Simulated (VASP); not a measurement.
# Be (P6_3/mmc) in VASP: further runs

The runs below take Be through single point, with LDA.

Everything below comes from runs of VASP 6.6.1. Logs are shortened: lines on timing, memory, paths and dates and some standing lists are left out, and cuts for length are marked.

## 1. The cell of the first run

Symmetry: P6_3/mmc, No. 194, hexagonal system. Conventional cell: a = 2.248 Å, b = 2.248 Å, c = 7.168 Å, α = 90.00°, β = 90.00°, γ = 120.00°. Be (site symmetry -3m) has 12 Be at 2.21 to 2.25 Å within 2.9 Å. Within 2.9 Å of Be (site symmetry -6m2) lie 12 Be at 2.21 to 2.25 Å.

## 2. Single point, LDA (7.84 Å³/atom)

INCAR

```
PREC     = Accurate       # precision mode
ENCUT    = 520            # plane-wave cutoff, eV
EDIFF    = 1E-7           # SCF threshold, eV
ISMEAR   = -1             # smearing method
SIGMA    = 0.1            # smearing width, eV
LREAL    = F              # projectors in reciprocal space
LASPH    = T              # aspherical terms in the spheres
NELM     = 100            # most SCF steps
ALGO     = Normal         # electronic algorithm
ISIF     = 2              # what is computed and relaxed
LWAVE    = F              # write WAVECAR
LCHARG   = F              # write CHGCAR
NBANDS   = 12             # bands
```

KPOINTS

```
regular mesh
0
Gamma
  18 18 5
```

POSCAR

```
Be
1.0
    2.2475960595      0.0000000000      0.0000000000
   -1.1237980298      1.9464752849      0.0000000000
    0.0000000000      0.0000000000      7.1682660075
Be
4
Direct
    1.0000000000      0.0000000000      0.0000000000
    1.0000000000      0.0000000000      0.5000000000
    0.3333333333      0.6666666667      0.2500000000
    0.6666666667      0.3333333333      0.7500000000
```

Potentials or basis: VASP PAW LDA potentials, release 64 (Be).

On the command line:

```console
$ cat potpaw_LDA.64/Be/POTCAR > POTCAR
$ mpirun -np 1 vasp_std > vasp.out
```

OUTCAR:

```text
PREC = Accurate
   ENCUT = 520
   EDIFF = 1E-7
   ISMEAR = -1
   LREAL = F
   LASPH = T
   NELM = 100
   ISIF = 2

 ion  position               nearest neighbor table
   1  0.000  0.000  0.000-   3 2.21   4 2.21   3 2.21   4 2.21   4 2.21   3 2.21
   2  0.000  0.000  0.500-   3 2.21   4 2.21   3 2.21   4 2.21   4 2.21   3 2.21
   3  0.333  0.667  0.250-   1 2.21   2 2.21   1 2.21   2 2.21   1 2.21   2 2.21
   4  0.667  0.333  0.750-   1 2.21   2 2.21   1 2.21   2 2.21   1 2.21   2 2.21

  LATTYP: Found a hexagonal cell.
 ALAT       =     2.2475960595
 C/A-ratio  =     3.1893035126

  Lattice vectors:

 A1 = (   2.2475960595,   0.0000000000,   0.0000000000)
 A2 = (  -1.1237980298,   1.9464752849,   0.0000000000)
 A3 = (   0.0000000000,   0.0000000000,   7.1682660075)

Analysis of symmetry for initial positions (statically):
=====================================================================
 Subroutine PRICEL returns:
 Original cell was already a primitive cell.

 Routine SETGRP: Setting up the symmetry group for a
 hexagonal supercell.

 Subroutine GETGRP returns: Found 24 space group operations
 (whereof 12 operations were pure point group operations)
 out of a pool of 24 trial point group operations.

The static configuration has the point symmetry D_3d.
 The point group associated with its full space group is D_6h.

Analysis of symmetry for dynamics (positions and initial velocities):
=====================================================================
 Subroutine PRICEL returns:
 Original cell was already a primitive cell.

 Routine SETGRP: Setting up the symmetry group for a
 hexagonal supercell.

 Subroutine GETGRP returns: Found 24 space group operations
 (whereof 12 operations were pure point group operations)
 out of a pool of 24 trial point group operations.

The dynamic configuration has the point symmetry D_3d.
 The point group associated with its full space group is D_6h.

 Subroutine INISYM returns: Found 24 space group operations
 (whereof 12 operations are pure point group operations),
 and found     1 'primitive' translations

----------------------------------------------------------------------------------------

                                     Primitive cell

  volume of cell :      31.3604

[... 101 lines left out ...]
   TEBEG  =    0.0;   TEEND  =   0.0 temperature during run
   PSTRESS=    0.0 pullay stress
   NELECT =       8.0000    total number of electrons
   NUPDOWN=      -1.0000    fix difference up-down
   EMIN   =  10.00;   EMAX   =-10.00  energy-range for DOS
   EFERMI =   0.00;   METHOD = LEGACY
   ISMEAR =    -1;   SIGMA  =   0.10  broadening in eV -4-tet -1-fermi 0-gaus
   EFERMI_NEDOS =   21; number of points for ismear=-14 and -15
   IALGO  =     38    algorithm
   IMIX   =      4    mixing-type and parameters
     AMIX     =   0.40;   BMIX     =  1.00
     AMIX_MAG =   1.60;   BMIX_MAG =  1.00
  volume/ion in A,a.u.               =       7.84        52.91
  Fermi-wavevector in a.u.,A,eV,Ry     =   1.038272  1.962049 14.667195  1.078008
  Thomas-Fermi vector in A             =   2.172748
   LORBIT       =      0    0 simple, 1 ext, 2 COOP (PROOUT), +10 PAW based schemes
   GGA     = CA    functional components
   LHFCALC =     F    Hartree Fock is set to
   AEXX    =    0.0000 exact exchange contribution
   IVDW    =     0    specifies the selected vdW correction
   LEPSILON=     F    determine dielectric tensor
   LRPA    =     F    only Hartree local field effects (RPA)
 non-spin polarized calculation
  energy-cutoff  :      520.00
  volume of cell :       31.36
 maximum number of plane-waves:       870
 NGX is ok and might be reduce to    18
   NGX =  9   NGY =  9   NGZ = 27

 number of electron       8.0000000 magnetization

 Free energy of the ion-electron system (eV)
  ---------------------------------------------------
  ext. energy  EPLUGINS =         0.00000000
  ---------------------------------------------------
  free energy    TOTEN  =       -16.70362101 eV

  energy without entropy =      -16.69337135  energy(sigma->0) =      -16.69849618

 E-fermi :   7.0425     XC(G=0): -10.6508

 val. band max:        7.0348205762   @ k =   0.3333   0.2778   0.0000
 cond. band min:       7.0489468478   @ k =   0.3333   0.2778   0.2000
 fundamental gap:      0.0141262716
 Fermi energy:         7.0425114669

 k-point     1 :       0.0000    0.0000    0.0000
  band No.  band energies     occupation
      1      -4.4089      2.00000
      2      -2.3233      2.00000
      3      -2.2972      2.00000
      4       2.2505      2.00000
      5       7.8794      0.00046
      6      17.1982      0.00000
      7      17.1993      0.00000
      8      23.0274      0.00000
      9      23.0274      0.00000
     10      24.1888      0.00000
     11      24.1906      0.00000
     12      24.4915      0.00000
[... 331 lines left out ...]
 k-point    24 :       0.3889    0.1111    0.0000
  band No.  band energies     occupation
      1       1.3970      2.00000
      2       3.0369      2.00000
      3       3.1012      2.00000
      4       5.1437      2.00000
      5       8.6139      0.00000
      6       8.9865      0.00000
      7      10.4887      0.00000
      8      12.5243      0.00000
      9      13.9499      0.00000
     10      14.6020      0.00000
     11      17.0076      0.00000
     12      18.0141      0.00000

 [... further k-points ...]

------------------------ aborting loop because EDIFF is reached ----------------------------------------

  FORCE on cell =-STRESS in cart. coord.  units (eV):
  Direction    XX          YY          ZZ          XY          YZ          ZX
  --------------------------------------------------------------------------------------
  -------------------------------------------------------------------------------------
  Total       -0.9027573     -0.9027573     -0.8002757      0.0000000     -0.0000000      0.0000000
  in kB      -46.1211703    -46.1211703    -40.8854628      0.0000000     -0.0000000      0.0000000
  external PRESSURE =     -44.3759345 kB  Pullay stress =       0.0000000 kB

 VOLUME and BASIS-vectors are now :
 -----------------------------------------------------------------------------
  energy-cutoff  :      520.00
  volume of cell :       31.36
      direct lattice vectors                 reciprocal lattice vectors
     2.247596060  0.000000000  0.000000000     0.444919805  0.256874569  0.000000000
    -1.123798030  1.946475285  0.000000000     0.000000000  0.513749138  0.000000000
     0.000000000  0.000000000  7.168266007     0.000000000  0.000000000  0.139503752

 POSITION                                       TOTAL-FORCE (eV/Angst)
 -----------------------------------------------------------------------------------
      0.00000      0.00000      0.00000         0.000000     -0.000000      0.000000
      0.00000      0.00000      3.58413         0.000000     -0.000000      0.000000
     -0.00000      1.29765      1.79207         0.000000     -0.000000      0.000000
      1.12380      0.64883      5.37620        -0.000000      0.000000     -0.000000
 -----------------------------------------------------------------------------------
    total drift:                                0.000000      0.000000     -0.000000

  FREE ENERGIE OF THE ION-ELECTRON SYSTEM (eV)
  ---------------------------------------------------
  free  energy   TOTEN  =       -16.7036210133 eV

  energy  without entropy=      -16.6933713513  energy(sigma->0) =      -16.69849618
```

OSZICAR:

```text
N       E                     dE             d eps       ncg     rms          rms(c)
DAV:   1    -0.876738729862E+00   -0.87674E+00   -0.35499E+03  2664   0.565E+02
DAV:   2    -0.163626569000E+02   -0.15486E+02   -0.14836E+02  3388   0.902E+01
DAV:   3    -0.167985537167E+02   -0.43590E+00   -0.43262E+00  3840   0.111E+01
DAV:   4    -0.167993391049E+02   -0.78539E-03   -0.78528E-03  3144   0.458E-01
DAV:   5    -0.167993399002E+02   -0.79532E-06   -0.79598E-06  3608   0.170E-02    0.168E+00
DAV:   6    -0.167338560292E+02    0.65484E-01   -0.40903E-03  3100   0.442E-01    0.101E+00
DAV:   7    -0.167036491424E+02    0.30207E-01   -0.65186E-03  2996   0.558E-01    0.271E-02
DAV:   8    -0.167036230816E+02    0.26061E-04   -0.11011E-04  3560   0.579E-02    0.842E-03
DAV:   9    -0.167036217558E+02    0.13257E-05   -0.25841E-06  3360   0.113E-02    0.455E-03
DAV:  10    -0.167036210156E+02    0.74028E-06   -0.12036E-06  3644   0.587E-03    0.294E-04
DAV:  11    -0.167036210133E+02    0.22081E-08   -0.39225E-08  2016   0.120E-03
   1 F= -.16703621E+02 E0= -.16698496E+02  d E =-.102497E-01
```

It took 26 s on 1 thread of Intel Xeon Platinum 8259CL at 2.50GHz (Skylake/Cascade Lake), shared host; peak memory 0.14 GiB.

What came out:

| Property | Result |
| --- | --- |
| Free energy | -16.7036 eV |
| Pressure | -4.4 GPa |
| Band gap on the k mesh | zero (bands 4 and 5 overlap by 1.37 eV) |

Levels at points of the mesh, in eV from the Fermi level:
```csv
k point,band 1,band 2,band 3,band 4,band 5,band 6,band 7,band 8,band 9
"(0.00, 0.00, 0.00)",-11.45,-9.37,-9.34,-4.79,0.84,10.16,10.16,15.98,15.98
"(0.50, 0.00, 0.00)",-5.13,-4.13,-3.83,-2.85,1.19,1.24,4.04,5.89,7.09
```

Caveat: the cell stands under tension.

## 3. Single point, LDA (8.14 Å³/atom)

This run uses another cell than the first one, of 8.14 Å³/atom.

INCAR

```
  PREC = Accurate
  ENCUT = 520
  EDIFF = 1E-6
  ISMEAR = -1
  SIGMA = 0.1
  LREAL = F
  LASPH = T
  NELM = 60
  ALGO = Normal
  ISIF = 2
  LWAVE = F
  LCHARG = T
  LELF = T
  LVHAR = T
  NBANDS = 12
```

KPOINTS is that of step 2.

POSCAR

```
Be
1.0
    2.2760496631      0.0000000000      0.0000000000
   -1.1380248316      1.9711168285      0.0000000000
    0.0000000000      0.0000000000      7.2590131855
Be
4
Direct
    1.0000000000      0.0000000000      0.0000000000
    1.0000000000      0.0000000000      0.5000000000
    0.3333333333      0.6666666667      0.2500000000
    0.6666666667      0.3333333333      0.7500000000
```

Potentials or basis: VASP PAW LDA potentials, release 64 (Be).

On the command line:

```console
$ cat potpaw_LDA.64/Be/POTCAR > POTCAR
$ mpirun -np 1 vasp_std > vasp.out
```

OUTCAR:

```text
PREC = Accurate
   ENCUT = 520
   EDIFF = 1E-6
   ISMEAR = -1
   LREAL = F
   LASPH = T
   NELM = 60
   ISIF = 2

 ion  position               nearest neighbor table
   1  0.000  0.000  0.000-   3 2.24   4 2.24   4 2.24   3 2.24   4 2.24   3 2.24
   2  0.000  0.000  0.500-   3 2.24   4 2.24   4 2.24   3 2.24   4 2.24   3 2.24
   3  0.333  0.667  0.250-   1 2.24   2 2.24   1 2.24   2 2.24   1 2.24   2 2.24
   4  0.667  0.333  0.750-   1 2.24   2 2.24   1 2.24   2 2.24   1 2.24   2 2.24

  LATTYP: Found a hexagonal cell.
[... 562 lines left out ...]
  --------------------------------------------------------------------------------------
  -------------------------------------------------------------------------------------
  Total       -1.7344014     -1.7344014     -1.7368941      0.0000000      0.0000000      0.0000000
  in kB      -85.3273979    -85.3273979    -85.4500332      0.0000000      0.0000000      0.0000000
  external PRESSURE =     -85.3682763 kB  Pullay stress =       0.0000000 kB

 VOLUME and BASIS-vectors are now :
 -----------------------------------------------------------------------------
  energy-cutoff  :      520.00
  volume of cell :       32.57
      direct lattice vectors                 reciprocal lattice vectors
     2.276049663  0.000000000  0.000000000     0.439357724  0.253663300  0.000000000
    -1.138024832  1.971116829  0.000000000     0.000000000  0.507326601  0.000000000
     0.000000000  0.000000000  7.259013185     0.000000000  0.000000000  0.137759772

 POSITION                                       TOTAL-FORCE (eV/Angst)
 -----------------------------------------------------------------------------------
      0.00000      0.00000      0.00000         0.000000      0.000000      0.000000
      0.00000      0.00000      3.62951         0.000000      0.000000      0.000000
     -0.00000      1.31408      1.81475        -0.000000     -0.000000     -0.000000
      1.13802      0.65704      5.44426        -0.000000      0.000000      0.000000
 -----------------------------------------------------------------------------------
    total drift:                               -0.000000      0.000000     -0.000000

  FREE ENERGIE OF THE ION-ELECTRON SYSTEM (eV)
  ---------------------------------------------------
  free  energy   TOTEN  =       -16.6544202170 eV

  energy  without entropy=      -16.6438962577  energy(sigma->0) =      -16.64915824
```

OSZICAR:

```text
N       E                     dE             d eps       ncg     rms          rms(c)
DAV:   1    -0.144767243312E+01   -0.14477E+01   -0.36501E+03  2664   0.569E+02
DAV:   2    -0.163471897646E+02   -0.14900E+02   -0.14179E+02  3420   0.872E+01
DAV:   3    -0.167373378221E+02   -0.39015E+00   -0.38863E+00  3884   0.104E+01
DAV:   4    -0.167379691400E+02   -0.63132E-03   -0.63124E-03  3124   0.423E-01
DAV:   5    -0.167379697888E+02   -0.64884E-06   -0.64936E-06  3608   0.160E-02    0.162E+00
DAV:   6    -0.166810679740E+02    0.56902E-01   -0.34801E-03  3044   0.394E-01    0.979E-01
DAV:   7    -0.166544439072E+02    0.26624E-01   -0.57024E-03  3036   0.502E-01    0.253E-02
DAV:   8    -0.166544219345E+02    0.21973E-04   -0.98218E-05  3592   0.545E-02    0.800E-03
DAV:   9    -0.166544207992E+02    0.11353E-05   -0.23687E-06  3304   0.108E-02    0.419E-03
DAV:  10    -0.166544202170E+02    0.58219E-06   -0.10085E-06  2812   0.533E-03
   1 F= -.16654420E+02 E0= -.16649158E+02  d E =-.105240E-01
```

stdout:

```text
POSCAR found type information on POSCAR Be
 POSCAR found :  1 types and       4 ions
 scaLAPACK will be used
 LDA part: xc-table for (Slater(with rela. corr.)+CA(PZ))
 , standard interpolation
 POSCAR, INCAR and KPOINTS ok, starting setup
 FFT: planning ... GRIDC
 FFT: planning ... GRID_SOFT
 FFT: planning ... GRID
 WAVECAR not read
 entering main loop
```

Wall time 25 s (1 thread of Intel Xeon Platinum 8259CL at 2.50GHz (Skylake/Cascade Lake), shared host); peak memory 0.14 GiB.

Results:

| Quantity | Value |
| --- | --- |
| Free energy | -16.6544 eV |
| Pressure | -8.5 GPa |
| Band gap on the k mesh | zero (bands 4 and 5 overlap by 1.33 eV) |

Caveat: the cell stands under tension.
